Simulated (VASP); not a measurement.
Input of a VASP 6.6.1 run:

INCAR

```
PREC = Accurate ; ENCUT = 520
EDIFF = 1E-6 ; ISMEAR = 0
SIGMA = 0.15 ; LREAL = F
LASPH = T ; NELM = 100
ALGO = Normal ; ISIF = 2
LWAVE = F ; LCHARG = F
GGA = PE ; NBANDS = 29
```

The input KPOINTS:

```
Automatic mesh
0
Gamma
  12 12 12
```

The input POSCAR:

```
TiSi2
1.0
    1.7855107798     -6.6909255612      0.0000000000
    1.7855107798      6.6909255612      0.0000000000
    0.0000000000      0.0000000000      3.6029404899
Ti Si
2 4
Direct
    0.8968075259      0.1031924741      0.7500000000
    0.1031924741      0.8968075259      0.2500000000
    0.5591373592      0.4408626408      0.7500000000
    0.4408626408      0.5591373592      0.2500000000
    0.2498287182      0.7501712818      0.7500000000
    0.7501712818      0.2498287182      0.2500000000
```

Potentials or basis: VASP PAW PBE potentials, release 64 (Ti_sv, Si).

Command:

```sh
$ cat potpaw_PBE.64/Ti_sv/POTCAR potpaw_PBE.64/Si/POTCAR > POTCAR
$ mpirun -np 1 vasp_std > vasp.out
```

Predict the largest force.

0.162 eV/Å.

Predict the pressure.

-0.3 GPa.

Predict the band gap on the k mesh.

zero (band 20 reaches 10.84 eV, above the bottom of band 21 at 9.86 eV).

Stress tensor (GPa, compression positive):
```
-1.75  0.00  0.00
 0.00  2.46  0.00
 0.00  0.00 -1.71
```
